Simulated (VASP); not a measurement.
# Sc (Fd-3m) in VASP: a series of runs

The runs below take Sc through single point, relaxation of cell and atoms, with r2SCAN.

Everything below comes from runs of VASP 6.6.1. Logs are shortened: lines on timing, memory, paths and dates and some standing lists are left out, and cuts for length are marked.

## (1) The cell of the first run

The structure is cubic, space group Fd-3m (No. 227). The conventional cell has a = 6.341 Å, b = 6.341 Å, c = 6.341 Å, α = 90.00°, β = 90.00°, γ = 90.00°. Within 3.6 Å of Sc (site symmetry -43m) lie 4 Sc at 2.75 Å.

This isn't the form of Sc at room conditions, which is hcp.

## (2) Single point, r2SCAN

Input file POSCAR:

```
Sc
1.0
    0.0000000000      3.1703854696      3.1703854696
    3.1703854696      0.0000000000      3.1703854696
    3.1703854696      3.1703854696      0.0000000000
Sc
2
Direct
    1.0000000000      1.0000000000      1.0000000000
    0.2500000000      0.2500000000      0.2500000000
```

Input file INCAR.step1:

```
ALGO = Normal
EDIFF = 1E-5
ENCUT = 550
GGA = PE
GGA_COMPAT = F
ISMEAR = 1
LASPH = T
LCHARG = F
LREAL = F
LWAVE = T
NBANDS = 18
NELM = 120
PREC = Accurate
SIGMA = 0.05
```

Input file INCAR.step2:

```
ALGO = Normal
EDIFF = 1E-6
ENCUT = 550
GGA_COMPAT = F
ISIF = 2
ISMEAR = 1
ISTART = 1
LASPH = T
LCHARG = F
LMIXTAU = T
LREAL = F
LWAVE = F
METAGGA = R2SCAN
NBANDS = 18
NELM = 120
PREC = Accurate
SIGMA = 0.05
```

Input file KPOINTS:

```
k-points
0
Gamma
  11 11 11
```

Potentials or basis: VASP PAW PBE potentials, release 64 (Sc_sv).

Command:

```
$ cat potpaw_PBE.64/Sc_sv/POTCAR > POTCAR
$ cp INCAR.step1 INCAR
$ mpirun -np 1 vasp_std > vasp.out
$ cp INCAR.step2 INCAR
$ mpirun -np 1 vasp_std > vasp.out
```

OUTCAR:

```text
EDIFF = 1E-6
   ENCUT = 550
   ISIF = 2
   ISMEAR = 1
   ISTART = 1
   LASPH = T
   LREAL = F
   METAGGA = R2SCAN
   NELM = 120
   PREC = Accurate

 ion  position               nearest neighbor table
   1  0.000  0.000  0.000-   2 2.75   2 2.75   2 2.75   2 2.75
   2  0.250  0.250  0.250-   1 2.75   1 2.75   1 2.75   1 2.75

  LATTYP: Found a face centered cubic cell.
 ALAT       =     6.3407709392

  Lattice vectors:

 A1 = (   0.0000000000,   3.1703854696,   3.1703854696)
 A2 = (   3.1703854696,   0.0000000000,   3.1703854696)
 A3 = (   3.1703854696,   3.1703854696,   0.0000000000)

Analysis of symmetry for initial positions (statically):
=====================================================================
 Subroutine PRICEL returns:
 Original cell was already a primitive cell.

 Routine SETGRP: Setting up the symmetry group for a
 face centered cubic supercell.

 Subroutine GETGRP returns: Found 48 space group operations
 (whereof 24 operations were pure point group operations)
 out of a pool of 48 trial point group operations.

The static configuration has the point symmetry T_d .
 The point group associated with its full space group is O_h .

Analysis of symmetry for dynamics (positions and initial velocities):
=====================================================================
 Subroutine PRICEL returns:
 Original cell was already a primitive cell.

 Routine SETGRP: Setting up the symmetry group for a
 face centered cubic supercell.

 Subroutine GETGRP returns: Found 48 space group operations
 (whereof 24 operations were pure point group operations)
 out of a pool of 48 trial point group operations.

The dynamic configuration has the point symmetry T_d .
 The point group associated with its full space group is O_h .

 Subroutine INISYM returns: Found 48 space group operations
 (whereof 24 operations are pure point group operations),
 and found     1 'primitive' translations

----------------------------------------------------------------------------------------

                                     Primitive cell

  volume of cell :      63.7333

  direct lattice vectors                    reciprocal lattice vectors
     0.000000000  3.170385470  3.170385470    -0.157709529  0.157709529  0.157709529
     3.170385470  0.000000000  3.170385470     0.157709529 -0.157709529  0.157709529
     3.170385470  3.170385470  0.000000000     0.157709529  0.157709529 -0.157709529

  length of vectors
     4.483602129  4.483602129  4.483602129     0.273160918  0.273160918  0.273160918

  position of ions in fractional coordinates (direct lattice)
     0.000000000  0.000000000  0.000000000
     0.250000000  0.250000000  0.250000000

  ion indices of the primitive-cell ions
   primitive index   ion index
                 1           1
                 2           2

----------------------------------------------------------------------------------------

 KPOINTS: k-points

Automatic generation of k-mesh.
 Grid dimensions read from file:
 generate k-points for:   11   11   11

 Generating k-lattice:

  Cartesian coordinates                     Fractional coordinates (reciprocal lattice)
    -0.014337230  0.014337230  0.014337230     0.090909091  0.000000000  0.000000000
     0.014337230 -0.014337230  0.014337230     0.000000000  0.090909091  0.000000000
     0.014337230  0.014337230 -0.014337230     0.000000000  0.000000000  0.090909091

  Length of vectors
     0.024832811  0.024832811  0.024832811

  Shift w.r.t. Gamma in fractional coordinates (k-lattice)
     0.000000000  0.000000000  0.000000000

 Subroutine IBZKPT returns following result:
 ===========================================

 Found     56 irreducible k-points:

 Following reciprocal coordinates:
            Coordinates               Weight
  0.000000  0.000000  0.000000      1.000000
  0.090909  0.000000  0.000000      8.000000
  0.181818  0.000000  0.000000      8.000000
  0.272727  0.000000  0.000000      8.000000
  0.363636  0.000000  0.000000      8.000000
  0.454545  0.000000  0.000000      8.000000
[... 16 lines left out ...]
 -0.272727  0.181818  0.000000     24.000000
 -0.181818  0.181818  0.000000     12.000000
 [... further k-points ...]
   k-points           NKPTS =     56   k-points in BZ     NKDIM =     56   number of bands    NBANDS=     18
   number of dos      NEDOS =    301   number of ions     NIONS =      2
   total plane-waves  NPLWV =  46656
   dimension x,y,z NGX =    36 NGY =   36 NGZ =   36
   dimension x,y,z NGXF=    72 NGYF=   72 NGZF=   72
   ions per type =               2
   NGX,Y,Z   is equivalent  to a cutoff of  13.35, 13.35, 13.35 a.u.
   NGXF,Y,Z  is equivalent  to a cutoff of  26.70, 26.70, 26.70 a.u.
 SYSTEM =  unknown system
   PREC   = accura    normal or accurate (medium, high low for compatibility)
   ISTART =      1    job   : 0-new  1-cont  2-samecut
   ICHARG =      0    charge: 1-file 2-atom 10-const
   ISPIN  =      1    spin polarized calculation?
   LNONCOLLINEAR =      F non collinear calculations
   LSORBIT =      F    spin-orbit coupling
   LASPH  =      T    aspherical Exc in radial PAW
   ENCUT  =  550.0 eV  40.42 Ry    6.36 a.u.   8.57  8.57  8.57*2*pi/ulx,y,z
   NELM   =    120;   NELMIN=  2; NELMDL=  0     # of ELM steps
   EDIFF  = 0.1E-05   stopping-criterion for ELM
   LREAL  =      F    real-space projection
[... 7 lines left out ...]
   TEBEG  =    0.0;   TEEND  =   0.0 temperature during run
   PSTRESS=    0.0 pullay stress
   NELECT =      22.0000    total number of electrons
   NUPDOWN=      -1.0000    fix difference up-down
   EMIN   =  10.00;   EMAX   =-10.00  energy-range for DOS
   EFERMI =   0.00;   METHOD = LEGACY
   ISMEAR =     1;   SIGMA  =   0.05  broadening in eV -4-tet -1-fermi 0-gaus
   EFERMI_NEDOS =   21; number of points for ismear=-14 and -15
   IALGO  =     38    algorithm
   IMIX   =      4    mixing-type and parameters
     AMIX     =   0.40;   BMIX     =  1.00
     AMIX_MAG =   1.60;   BMIX_MAG =  1.00
  volume/ion in A,a.u.               =      31.87       215.05
  Fermi-wavevector in a.u.,A,eV,Ry     =   1.148401  2.170164 17.943709  1.318825
  Thomas-Fermi vector in A             =   2.285076
   LORBIT       =      0    0 simple, 1 ext, 2 COOP (PROOUT), +10 PAW based schemes
   METAGGA = R2SCAN    functional components
   LHFCALC =     F    Hartree Fock is set to
   AEXX    =    0.0000 exact exchange contribution
   IVDW    =     0    specifies the selected vdW correction
   LEPSILON=     F    determine dielectric tensor
   LRPA    =     F    only Hartree local field effects (RPA)
 non-spin polarized calculation
 Methfessel and Paxton  Order N= 1 SIGMA  =   0.05
  energy-cutoff  :      550.00
  volume of cell :       63.73
 maximum number of plane-waves:      1893
   NGX = 17   NGY = 17   NGZ = 17

 number of electron      22.0000001 magnetization

 Free energy of the ion-electron system (eV)
  ---------------------------------------------------
  ext. energy  EPLUGINS =         0.00000000
  ---------------------------------------------------
  free energy    TOTEN  =       -18.38607373 eV

  energy without entropy =      -18.38403320  energy(sigma->0) =      -18.38539355

 E-fermi :   2.1935     XC(G=0):  -9.3345

 val. band max:        2.1925311184   @ k =  -0.4545   0.1818   0.0909
 cond. band min:       2.1938589597   @ k =  -0.1818   0.2727   0.0909
 fundamental gap:      0.0013278413
 Fermi energy:         2.1934779860

 k-point     1 :       0.0000    0.0000    0.0000
  band No.  band energies     occupation
      1     -49.8933      2.00000
      2     -49.6108      2.00000
      3     -27.7231      2.00000
      4     -27.7231      2.00000
      5     -27.7231      2.00000
      6     -27.2465      2.00000
[... 10 lines left out ...]
     17       4.0096      0.00000
     18       6.0146      0.00000

 k-point     2 :       0.0909    0.0000    0.0000
  band No.  band energies     occupation
      1     -49.8891      2.00000
      2     -49.6151      2.00000
      3     -27.7283      2.00000
      4     -27.7282      2.00000
      5     -27.7234      2.00000
      6     -27.2474      2.00000
[... 10 lines left out ...]
     17       3.9965      0.00000
     18       6.0089      0.00000

 k-point     3 :       0.1818    0.0000    0.0000
  band No.  band energies     occupation
      1     -49.8770      2.00000
      2     -49.6273      2.00000
      3     -27.7416      2.00000
      4     -27.7416      2.00000
      5     -27.7246      2.00000
      6     -27.2494      2.00000
[... 10 lines left out ...]
     17       4.0010      0.00000
     18       5.9849      0.00000

 k-point     4 :       0.2727    0.0000    0.0000
  band No.  band energies     occupation
      1     -49.8591      2.00000
      2     -49.6455      2.00000
      3     -27.7581      2.00000
      4     -27.7581      2.00000
      5     -27.7266      2.00000
      6     -27.2514      2.00000
[... 10 lines left out ...]
     17       4.1290      0.00000
     18       5.9250      0.00000

 k-point     5 :       0.3636    0.0000    0.0000
  band No.  band energies     occupation
      1     -49.8394      2.00000
      2     -49.6654      2.00000
      3     -27.7724      2.00000
      4     -27.7724      2.00000
      5     -27.7290      2.00000
      6     -27.2528      2.00000
[... 10 lines left out ...]
     17       4.3911      0.00000
     18       5.8159      0.00000

 k-point     6 :       0.4545    0.0000    0.0000
  band No.  band energies     occupation
      1     -49.8251      2.00000
      2     -49.6797      2.00000
      3     -27.7806      2.00000
      4     -27.7805      2.00000
      5     -27.7306      2.00000
      6     -27.2534      2.00000
[... 307 lines left out ...]
 k-point    21 :      -0.4545    0.1818    0.0000
  band No.  band energies     occupation
      1     -49.8085      2.00000
      2     -49.6965      2.00000
      3     -27.8309      2.00000
      4     -27.7984      2.00000
      5     -27.6484      2.00000
      6     -27.3306      2.00000
[... 10 lines left out ...]
     17       4.4263      0.00000
     18       5.6468      0.00000

 k-point    22 :      -0.3636    0.1818    0.0000
  band No.  band energies     occupation
      1     -49.8149      2.00000
      2     -49.6901      2.00000
      3     -27.8307      2.00000
      4     -27.7888      2.00000
      5     -27.6566      2.00000
      6     -27.3217      2.00000
[... 10 lines left out ...]
     17       4.6852      0.00000
     18       5.2800      0.00000

 k-point    23 :      -0.2727    0.1818    0.0000
  band No.  band energies     occupation
      1     -49.8327      2.00000
      2     -49.6721      2.00000
      3     -27.8184      2.00000
      4     -27.7737      2.00000
      5     -27.6726      2.00000
      6     -27.3048      2.00000
[... 10 lines left out ...]
     17       4.5590      0.00000
     18       5.2827      0.00000

 k-point    24 :      -0.1818    0.1818    0.0000
  band No.  band energies     occupation
      1     -49.8523      2.00000
      2     -49.6524      2.00000
      3     -27.7959      2.00000
      4     -27.7573      2.00000
      5     -27.6924      2.00000
      6     -27.2837      2.00000
[... 10 lines left out ...]
     17       4.2662      0.00000
     18       5.5436      0.00000

 [... further k-points ...]
[... 5 lines left out ...]
  --------------------------------------------------------------------------------------
  -------------------------------------------------------------------------------------
  Total        0.0077146      0.0077146      0.0077146     -0.0000000     -0.0000000      0.0000000
  in kB        0.1939351      0.1939351      0.1939351     -0.0000000     -0.0000000      0.0000000
  external PRESSURE =       0.1939351 kB  Pullay stress =       0.0000000 kB

 VOLUME and BASIS-vectors are now :
 -----------------------------------------------------------------------------
  energy-cutoff  :      550.00
  volume of cell :       63.73
      direct lattice vectors                 reciprocal lattice vectors
     0.000000000  3.170385470  3.170385470    -0.157709529  0.157709529  0.157709529
     3.170385470  0.000000000  3.170385470     0.157709529 -0.157709529  0.157709529
     3.170385470  3.170385470  0.000000000     0.157709529  0.157709529 -0.157709529

 POSITION                                       TOTAL-FORCE (eV/Angst)
 -----------------------------------------------------------------------------------
      0.00000      0.00000      0.00000         0.000000      0.000000      0.000000
      1.58519      1.58519      1.58519        -0.000000     -0.000000     -0.000000
 -----------------------------------------------------------------------------------
    total drift:                                0.000000      0.000000      0.000000

  FREE ENERGIE OF THE ION-ELECTRON SYSTEM (eV)
  ---------------------------------------------------
  free  energy   TOTEN  =       -18.3860737273 eV

  energy  without entropy=      -18.3840331990  energy(sigma->0) =      -18.38539355
```

Wall time 3.6 min (1 thread of Intel Xeon Platinum 8259CL at 2.50GHz (Skylake/Cascade Lake), shared host); peak memory 0.24 GiB.

What came out:

```
Free energy            : -18.3861 eV
Pressure               : 0.0 GPa
Band gap on the k mesh : zero (bands 11 and 12 overlap by 0.61 eV)
```

Levels at points of the mesh, in eV from the Fermi level:
```csv
k point,band 7,band 8,band 9,band 10,band 11,band 12,band 13,band 14,band 15,band 16
"(0.00, 0.00, 0.00)",-29.44,-29.44,-4.54,-0.08,-0.08,0.37,0.37,0.37,1.82,1.82
```

Caveat: the PAW data sets were made with another functional, which shifts forces and pressure a little.

## (3) Relaxation of cell and atoms, r2SCAN

This run uses another cell than the first one, of 32.46 Å³/atom.

Input file POSCAR:

```
Sc
1.0
    0.0000000000      3.1900000000      3.1900000000
    3.1900000000      0.0000000000      3.1900000000
    3.1900000000      3.1900000000      0.0000000000
Sc
2
Direct
    1.0000000000      1.0000000000      1.0000000000
    0.2500000000      0.2500000000      0.2500000000
```

Input file INCAR.step1:

```
ALGO = Normal
EDIFF = 1E-5
EDIFFG = -0.005
ENCUT = 550
GGA = PE
GGA_COMPAT = F
IBRION = 2
ISIF = 3
ISMEAR = 1
LASPH = T
LCHARG = F
LREAL = F
LWAVE = T
NELM = 120
NELMIN = 4
NSW = 100
PREC = Accurate
SIGMA = 0.05
```

Input file INCAR.step2:

```
ALGO = Normal
EDIFF = 1E-7
EDIFFG = -0.01
ENCUT = 550
GGA_COMPAT = F
IBRION = 2
ISIF = 3
ISMEAR = 1
ISTART = 1
LASPH = T
LCHARG = F
LMIXTAU = T
LREAL = F
LWAVE = F
METAGGA = R2SCAN
NELM = 120
NELMIN = 4
NSW = 60
PREC = Accurate
SIGMA = 0.05
```

KPOINTS is that of step 2.

Potentials or basis: VASP PAW PBE potentials, release 64 (Sc_sv).

Command:

```
$ cat potpaw_PBE.64/Sc_sv/POTCAR > POTCAR
$ cp INCAR.step1 INCAR
$ mpirun -np 1 vasp_std > vasp.out
$ cp INCAR.step2 INCAR
$ mpirun -np 1 vasp_std > vasp.out
```

Run time: 9.7 min. Hardware: 1 thread of Intel Xeon Platinum 8259CL at 2.50GHz (Skylake/Cascade Lake), shared host; peak memory 0.25 GiB.

It converged, with:

```yaml
Free_energy: -18.3865 eV
Relaxed_volume: 32.06 Å³/atom
Relaxed_cell: a = 4.493 Å, b = 4.493 Å, c = 4.493 Å, α = 60.00°, β = 60.00°, γ = 60.00°
Space_group_after_relaxing_to_0.1_Å: Fd-3m (No. 227)
Energy_gained_by_relaxing: 0.4 meV/atom
Ionic_steps: 3
Pressure_after_relaxing: 0.0 GPa
Band_gap_on_the_k_mesh: zero (bands 11 and 12 overlap by 0.61 eV)
```

The path:
| step | energy change (eV) | largest force (eV/Å) | pressure (GPa) | volume (Å³) |
| --- | --- | --- | --- | --- |
| 1 | 0.0000 | 0.0000 | -0.29 | 64.92 |
| 2 | -0.0007 | 0.0000 | -0.11 | 64.37 |
| 3 | -0.0009 | 0.0000 | -0.04 | 64.12 |

Final structure:
```
Sc
1.0
     0.00000    3.17682    3.17682
     3.17682    0.00000    3.17682
     3.17682    3.17682    0.00000
Sc
2
Direct
  0.00000 0.00000 0.00000
  0.25000 0.25000 0.25000
```

Levels at points of the mesh, in eV from the Fermi level:
| k point | band 9 | band 10 | band 11 | band 12 | band 13 | band 14 |
| --- | --- | --- | --- | --- | --- | --- |
| (0.00, 0.00, 0.00) | -4.53 | -0.08 | -0.08 | 0.36 | 0.36 | 0.36 |

Caveat: the PAW data sets were made with another functional, which shifts forces and pressure a little.

## (4) Relaxation of cell and atoms, r2SCAN, target pressure 15 GPa, at which the enthalpy is minimised

This run uses another cell than the first one, of 32.46 Å³/atom.

POSCAR is that of step 3.

Input file INCAR.step1:

```
ALGO = Normal ; EDIFF = 1E-5
EDIFFG = -0.005 ; ENCUT = 550
GGA = PE ; GGA_COMPAT = F
IBRION = 2 ; ISIF = 3
ISMEAR = 1 ; LASPH = T
LCHARG = F ; LREAL = F
LWAVE = T ; NELM = 120
NELMIN = 4 ; NSW = 100
PREC = Accurate ; SIGMA = 0.05
```

Input file INCAR.step2:

```
ALGO = Normal ; EDIFF = 1E-7
EDIFFG = -0.01 ; ENCUT = 550
GGA_COMPAT = F ; IBRION = 2
ISIF = 3 ; ISMEAR = 1
ISTART = 1 ; LASPH = T
LCHARG = F ; LMIXTAU = T
LREAL = F ; LWAVE = F
METAGGA = R2SCAN ; NELM = 120
NELMIN = 4 ; NSW = 60
PREC = Accurate ; PSTRESS = 150.0
SIGMA = 0.05
```

KPOINTS is that of step 3.

Command:

```
$ cat potpaw_PBE.64/Sc_sv/POTCAR > POTCAR
$ cp INCAR.step1 INCAR
$ mpirun -np 1 vasp_std > vasp.out
$ cp INCAR.step2 INCAR
$ mpirun -np 1 vasp_std > vasp.out
```

Wall time 22 min (1 thread of Intel Xeon Platinum 8259CL at 2.50GHz (Skylake/Cascade Lake), shared host); peak memory 0.25 GiB.

Results (log left out):

* Free energy: -17.6799 eV
* Relaxed volume: 17.76 Å³/atom
* Relaxed cell: a = 3.690 Å, b = 3.690 Å, c = 3.690 Å, α = 60.00°, β = 60.00°, γ = 60.00°
* Space group after relaxing (to 0.1 Å): Fd-3m (No. 227)
* Energy change on relaxing (the run minimises the enthalpy): +352.9 meV/atom
* Ionic steps: 6
* Pressure after relaxing: 14.9 GPa
* Band gap on the k mesh: zero (bands 11 and 12 overlap by 1.51 eV)

Step by step:
| step | energy change (eV) | largest force (eV/Å) | pressure (GPa) | volume (Å³) |
| --- | --- | --- | --- | --- |
| 1 | 0.0000 | 0.0000 | -0.29 | 64.92 |
| 2 | 0.3988 | 0.0000 | 7.56 | 39.94 |
| 3 | 0.8274 | 0.0000 | 18.06 | 34.35 |
| 4 | 0.6849 | 0.0000 | 14.50 | 35.76 |
| 5 | 0.7289 | 0.0000 | 15.41 | 35.29 |
| 6 | 0.7057 | 0.0000 | 14.95 | 35.53 |

Final structure:
```yaml
crystal:
  lattice:
    - [0.00000, 2.60927, 2.60927]
    - [2.60927, 0.00000, 2.60927]
    - [2.60927, 2.60927, 0.00000]
  atoms:
    - { symbol: Sc, position: [0.00000, 0.00000, 0.00000] }
    - { symbol: Sc, position: [0.25000, 0.25000, 0.25000] }
```

Levels at points of the mesh, in eV from the Fermi level:
```
           k point  band 9  band 10  band 11  band 12  band 13  band 14
(0.00, 0.00, 0.00)   -5.55    -1.25    -1.25     0.42     0.42     0.42
```

Caveat: the cell is relaxed towards a set pressure, so the run minimises the enthalpy, not the energy; the volume moved by over 15 % at a fixed basis, so the end points are rough; the PAW data sets were made with another functional, which shifts forces and pressure a little.

## (5) Summary

| task | cell | gap on the mesh (eV) | pressure (GPa) |
| --- | --- | --- | --- |
| single point | a = 4.484 Å, angles 60.0°, 2 atoms | none | 0.0 |
| relaxation of cell and atoms | relaxed from a = 4.511 Å, angles 60.0°, 2 atoms | none | 0.0 |
| relaxation of cell and atoms | relaxed to 15 GPa from a = 4.511 Å, angles 60.0°, 2 atoms | none | 14.9 |

Alike in all rows: level r2SCAN; potentials or basis VASP PAW PBE potentials, release 64 (Sc_sv); no spin polarisation; k mesh 11 × 11 × 11; cutoff (eV) 550; smearing methfessel-paxton 0.05 eV.

Caveats: the PAW data sets were made with another functional, which shifts forces and pressure a little; the cell is relaxed towards a set pressure, so the run minimises the enthalpy, not the energy (at least some runs); the volume moved by over 15 % at a fixed basis, so the end points are rough (at least some runs).

Total energies depend on the potentials used, so only differences within one code and one set of settings carry meaning.
